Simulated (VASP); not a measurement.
# AgBr (Fm-3m) in VASP: relaxation of cell and atoms with PBE

Aim: the relaxation of cell and atoms of AgBr with PBE.

Everything below comes from runs of VASP 6.6.1. Logs are shortened: lines on timing, memory, paths and dates and some standing lists are left out, and cuts for length are marked.

## Step 1: The cell of the first run

It takes space group Fm-3m (No. 225, cubic). The conventional cell has a = 5.740 Å, b = 5.740 Å, c = 5.740 Å, α = 90.00°, β = 90.00°, γ = 90.00°. Within 3.8 Å of Ag (site symmetry m-3m) lie 6 Br at 2.87 Å. Br (site symmetry m-3m) has 6 Ag at 2.87 Å within 3.8 Å.

## Step 2: Relaxation of cell and atoms, PBE

Contents of INCAR:

```
SYSTEM = AgBr
PREC = Accurate
ENCUT = 500
EDIFF = 1E-7
ISMEAR = 0
SIGMA = 0.02
LREAL = .FALSE.
LASPH = .TRUE.
NELM = 120
ALGO = Normal
ISIF = 3
LWAVE = .FALSE.
LCHARG = .FALSE.
GGA = PE
IBRION = 2
NSW = 100
EDIFFG = -0.005
GGA_COMPAT = .FALSE.
NELMIN = 4
```

Contents of KPOINTS:

```
regular mesh
0
G
  12 12 4
  0 0 0
```

Contents of POSCAR:

```
AgBr
1.0
    4.0590050000      0.0000000000      0.0000000000
   -2.0295030000      3.5152010000      0.0000000000
    0.0000000000      0.0000000000      9.9424910000
Ag Br
3 3
Direct
    0.0000000000      0.0000000000      0.0000000000
    0.3333333300      0.6666666700      0.3333333300
    0.6666666700      0.3333333300      0.6666666700
    0.6666666700      0.3333333300      0.1666666700
    0.0000000000      0.0000000000      0.5000000000
    0.3333333300      0.6666666700      0.8333333300
```

Potentials or basis: VASP PAW PBE potentials, release 64 (Ag, Br).

Launch:

```bash
cat potpaw_PBE.64/Ag/POTCAR potpaw_PBE.64/Br/POTCAR > POTCAR
mpirun -np 1 vasp_std > vasp.out
```

OUTCAR:

```text
SYSTEM = AgBr
   PREC = Accurate
   ENCUT = 500
   EDIFF = 1E-7
   ISMEAR = 0
   LREAL = .FALSE.
   LASPH = .TRUE.
   NELM = 120
   ISIF = 3
   GGA = PE
   IBRION = 2
   NSW = 100
   EDIFFG = -0.005
   NELMIN = 4

 ion  position               nearest neighbor table
   1  0.000  0.000  0.000-   6 2.87   4 2.87   4 2.87   6 2.87   4 2.87   6 2.87
   2  0.333  0.667  0.333-   4 2.87   4 2.87   5 2.87   5 2.87   5 2.87   4 2.87
   3  0.667  0.333  0.667-   6 2.87   6 2.87   5 2.87   5 2.87   5 2.87   6 2.87
   4  0.667  0.333  0.167-   2 2.87   2 2.87   1 2.87   1 2.87   1 2.87   2 2.87
   5  0.000  0.000  0.500-   2 2.87   3 2.87   3 2.87   2 2.87   2 2.87   3 2.87
   6  0.333  0.667  0.833-   3 2.87   3 2.87   1 2.87   1 2.87   1 2.87   3 2.87

  LATTYP: Found a hexagonal cell.
 ALAT       =     4.0590050000
 C/A-ratio  =     2.4494897148

  Lattice vectors:

 A1 = (   4.0590050000,   0.0000000000,   0.0000000000)
 A2 = (  -2.0295030000,   3.5152010000,   0.0000000000)
 A3 = (   0.0000000000,   0.0000000000,   9.9424910000)

Analysis of symmetry for initial positions (statically):
=====================================================================
 Subroutine PRICEL returns following result:

  LATTYP: Found a face centered cubic cell.
 ALAT       =     5.7402998771

  Lattice vectors:

 A1 = (   2.0295026464,  -1.1717336549,   3.3141636335)
 A2 = (  -0.0000003536,   2.3434673451,   3.3141636335)
 A3 = (  -2.0295022927,  -1.1717336901,   3.3141637329)

   3 primitive cells build up your supercell.

 Routine SETGRP: Setting up the symmetry group for a
 hexagonal supercell.

 Subroutine GETGRP returns: Found 12 space group operations
 (whereof 12 operations were pure point group operations)
 out of a pool of 24 trial point group operations.

The static configuration has the point symmetry D_3d.

Analysis of symmetry for dynamics (positions and initial velocities):
=====================================================================
 Subroutine PRICEL returns following result:

  LATTYP: Found a face centered cubic cell.
 ALAT       =     5.7402998771

  Lattice vectors:

 A1 = (   2.0295026464,  -1.1717336549,   3.3141636335)
 A2 = (  -0.0000003536,   2.3434673451,   3.3141636335)
 A3 = (  -2.0295022927,  -1.1717336901,   3.3141637329)

   3 primitive cells build up your supercell.

 Routine SETGRP: Setting up the symmetry group for a
 hexagonal supercell.

 Subroutine GETGRP returns: Found 12 space group operations
 (whereof 12 operations were pure point group operations)
 out of a pool of 24 trial point group operations.

The dynamic configuration has the point symmetry D_3d.

 Subroutine INISYM returns: Found 12 space group operations
 (whereof 12 operations are pure point group operations),
 and found     3 'primitive' translations

----------------------------------------------------------------------------------------

                                     Primitive cell

  volume of cell :      47.2872

  direct lattice vectors                    reciprocal lattice vectors
     2.029502646 -1.171733655  3.314163634     0.246365804 -0.142239338  0.100578416
    -0.000000354  2.343467345  3.314163634     0.000000000  0.284478754  0.100578416
    -2.029502293 -1.171733690  3.314163733    -0.246365797 -0.142239412  0.100578416

  length of vectors
     4.059004969  4.059004778  4.059004884     0.301735242  0.301735280  0.301735271

  position of ions in fractional coordinates (direct lattice)
     0.000000000  0.000000000  0.000000000
     0.500000030  0.500000000  0.500000000

  ion indices of the primitive-cell ions
   primitive index   ion index
                 1           1
                 2           4

----------------------------------------------------------------------------------------

 KPOINTS: regular mesh

Automatic generation of k-mesh.
 Grid dimensions read from file:
 generate k-points for:   12   12    4

 Generating k-lattice:

  Cartesian coordinates                     Fractional coordinates (reciprocal lattice)
     0.020530483  0.011853284  0.000000000     0.083333333  0.000000000  0.000000000
     0.000000000  0.023706563  0.000000000     0.000000000  0.083333333  0.000000000
     0.000000000  0.000000000  0.025144604     0.000000000  0.000000000  0.250000000

  Length of vectors
     0.023706562  0.023706563  0.025144604

  Shift w.r.t. Gamma in fractional coordinates (k-lattice)
     0.000000000  0.000000000  0.000000000

 Subroutine IBZKPT returns following result:
 ===========================================

 Found     69 irreducible k-points:

 Following reciprocal coordinates:
            Coordinates               Weight
  0.000000  0.000000  0.000000      1.000000
  0.083333 -0.000000  0.000000      6.000000
  0.166667  0.000000  0.000000      6.000000
  0.250000 -0.000000  0.000000      6.000000
  0.333333  0.000000  0.000000      6.000000
  0.416667  0.000000  0.000000      6.000000
[... 16 lines left out ...]
  0.166667  0.000000  0.250000      6.000000
  0.000000  0.166667  0.250000      6.000000
 [... further k-points ...]
   k-points           NKPTS =     69   k-points in BZ     NKDIM =     69   number of bands    NBANDS=     32
   number of dos      NEDOS =    301   number of ions     NIONS =      6
   total plane-waves  NPLWV =  72000
   dimension x,y,z NGX =    30 NGY =   30 NGZ =   80
   dimension x,y,z NGXF=    60 NGYF=   60 NGZF=  160
   ions per type =               3   3
   NGX,Y,Z   is equivalent  to a cutoff of  12.29, 12.29, 13.38 a.u.
   NGXF,Y,Z  is equivalent  to a cutoff of  24.57, 24.57, 26.75 a.u.
 SYSTEM =  AgBr
   PREC   = accura    normal or accurate (medium, high low for compatibility)
   ISTART =      0    job   : 0-new  1-cont  2-samecut
   ICHARG =      2    charge: 1-file 2-atom 10-const
   ISPIN  =      1    spin polarized calculation?
   LNONCOLLINEAR =      F non collinear calculations
   LSORBIT =      F    spin-orbit coupling
   LASPH  =      T    aspherical Exc in radial PAW
   ENCUT  =  500.0 eV  36.75 Ry    6.06 a.u.   7.40  7.40 18.13*2*pi/ulx,y,z
   NELM   =    120;   NELMIN=  4; NELMDL= -5     # of ELM steps
   EDIFF  = 0.1E-06   stopping-criterion for ELM
   LREAL  =      F    real-space projection
   EDIFFG = -.5E-02   stopping-criterion for IOM
   NSW    =    100    number of steps for IOM
   IBRION =      2    ionic relax: 0-MD 1-quasi-New 2-CG
   NFREE  =      1    steps in history (QN), initial steepest desc. (CG)
   ISIF   =      3    stress and relaxation
   ISYM   =      2    0-nonsym 1-usesym 2-fastsym
   POTIM  = 0.5000    time-step for ionic-motion
   TEBEG  =    0.0;   TEEND  =   0.0 temperature during run
   PSTRESS=    0.0 pullay stress
   NELECT =      54.0000    total number of electrons
   NUPDOWN=      -1.0000    fix difference up-down
   EMIN   =  10.00;   EMAX   =-10.00  energy-range for DOS
   EFERMI =   0.00;   METHOD = LEGACY
   ISMEAR =     0;   SIGMA  =   0.02  broadening in eV -4-tet -1-fermi 0-gaus
   EFERMI_NEDOS =   21; number of points for ismear=-14 and -15
   IALGO  =     38    algorithm
   IMIX   =      4    mixing-type and parameters
     AMIX     =   0.40;   BMIX     =  1.00
     AMIX_MAG =   1.60;   BMIX_MAG =  1.00
  volume/ion in A,a.u.               =      23.64       159.55
  Fermi-wavevector in a.u.,A,eV,Ry     =   1.186455  2.242074 19.152572  1.407674
  Thomas-Fermi vector in A             =   2.322627
   LORBIT       =      0    0 simple, 1 ext, 2 COOP (PROOUT), +10 PAW based schemes
   GGA     = PE    functional components
   LHFCALC =     F    Hartree Fock is set to
   AEXX    =    0.0000 exact exchange contribution
   IVDW    =     0    specifies the selected vdW correction
   LEPSILON=     F    determine dielectric tensor
   LRPA    =     F    only Hartree local field effects (RPA)
 conjugate gradient relaxation of ions
 non-spin polarized calculation
 Gauss-broadening in eV      SIGMA  =   0.02
  energy-cutoff  :      500.00
  volume of cell :      141.86
 maximum number of plane-waves:      3631
 NGX is ok and might be reduce to    30
   NGX = 15   NGY = 15   NGZ = 37

--------------------------------------- Ionic step        1  -------------------------------------------

 number of electron      54.0000011 magnetization

 Free energy of the ion-electron system (eV)
  ---------------------------------------------------
  ext. energy  EPLUGINS =         0.00000000
  ---------------------------------------------------
  free energy    TOTEN  =       -14.95023026 eV

  energy without entropy =      -14.95023026  energy(sigma->0) =      -14.95023026

------------------------ aborting loop because EDIFF is reached ----------------------------------------

  FORCE on cell =-STRESS in cart. coord.  units (eV):
  Direction    XX          YY          ZZ          XY          YZ          ZX
  --------------------------------------------------------------------------------------
  -------------------------------------------------------------------------------------
  Total        2.0180659      2.0180654      2.0189401     -0.0000003     -0.0000000      0.0000000
  in kB       22.7919230     22.7919173     22.8017968     -0.0000032     -0.0000000      0.0000000
  external PRESSURE =      22.7952124 kB  Pullay stress =       0.0000000 kB
[... 65 lines left out ...]
  energy  without entropy=      -15.0003008527  energy(sigma->0) =      -15.00030085

--------------------------------------- Ionic step        3  -------------------------------------------

 number of electron      53.9999984 magnetization

 Free energy of the ion-electron system (eV)
  ---------------------------------------------------
  ext. energy  EPLUGINS =         0.00000000
  ---------------------------------------------------
  free energy    TOTEN  =       -15.00046014 eV

  energy without entropy =      -15.00046014  energy(sigma->0) =      -15.00046014

 E-fermi :   3.1150     XC(G=0):  -9.5998

 val. band max:        3.0058078053   @ k =   0.5000  -0.0000   0.5000
 cond. band min:       3.6929174496   @ k =   0.0000   0.0000   0.0000
 fundamental gap:      0.6871096443
 Fermi energy:         3.1150059111

 k-point     1 :       0.0000    0.0000    0.0000
  band No.  band energies     occupation
      1     -11.7533      2.00000
      2     -11.4723      2.00000
      3     -11.4722      2.00000
      4      -1.3642      2.00000
      5      -1.3642      2.00000
      6      -0.6551      2.00000
[... 829 lines left out ...]
     31       8.0853      0.00000
     32       9.4494      0.00000

 [... further k-points ...]
[... 5 lines left out ...]
  --------------------------------------------------------------------------------------
  -------------------------------------------------------------------------------------
  Total       -0.0093379     -0.0093379     -0.0094703      0.0000000      0.0000000      0.0000000
  in kB       -0.1001734     -0.1001734     -0.1015941      0.0000000      0.0000000      0.0000000
  external PRESSURE =      -0.1006469 kB  Pullay stress =       0.0000000 kB
[... 21 lines left out ...]
  FREE ENERGIE OF THE ION-ELECTRON SYSTEM (eV)
  ---------------------------------------------------
  free  energy   TOTEN  =       -15.0004601412 eV

  energy  without entropy=      -15.0004601412  energy(sigma->0) =      -15.00046014

 reached required accuracy - stopping structural energy minimisation
```

Run time: 20 min. Hardware: 1 thread of Oxide Virtual Turin-like, shared host; peak memory 0.39 GiB.

What came out:

```yaml
Free_energy: -15.0005 eV
Relaxed_volume: 24.89 Å³/atom
Relaxed_cell: a = 4.129 Å, b = 4.129 Å, c = 10.114 Å, α = 90.00°, β = 90.00°, γ = 120.00°
Space_group_after_relaxing_to_0.1_Å: Fm-3m (No. 225)
Energy_gained_by_relaxing: 8.4 meV/atom
Ionic_steps: 3
Pressure_after_relaxing: 0.0 GPa
Band_gap_on_the_k_mesh: 0.69 eV
```

Step by step:
```tsv
step	energy change (eV)	largest force (eV/Å)	pressure (GPa)	volume (Å³)
1	0.0000	0.0000	2.28	141.86
2	-0.0501	0.0000	0.12	148.88
3	-0.0502	0.0000	-0.01	149.35
```

Final structure:
```xyz
6
Lattice="4.1292 0.0000 0.0000 -2.0646 3.5760 0.0000 0.0000 0.0000 10.1145" Properties=species:S:1:pos:R:3 pbc="T T T"
Ag    0.0000    0.0000    0.0000
Ag    0.0000    2.3840    3.3715
Ag    2.0646    1.1920    6.7430
Br    2.0646    1.1920    1.6857
Br    0.0000    0.0000    5.0572
Br    0.0000    2.3840    8.4287
```

Caveat: semilocal functionals underestimate gaps, and a narrow one can read as zero.
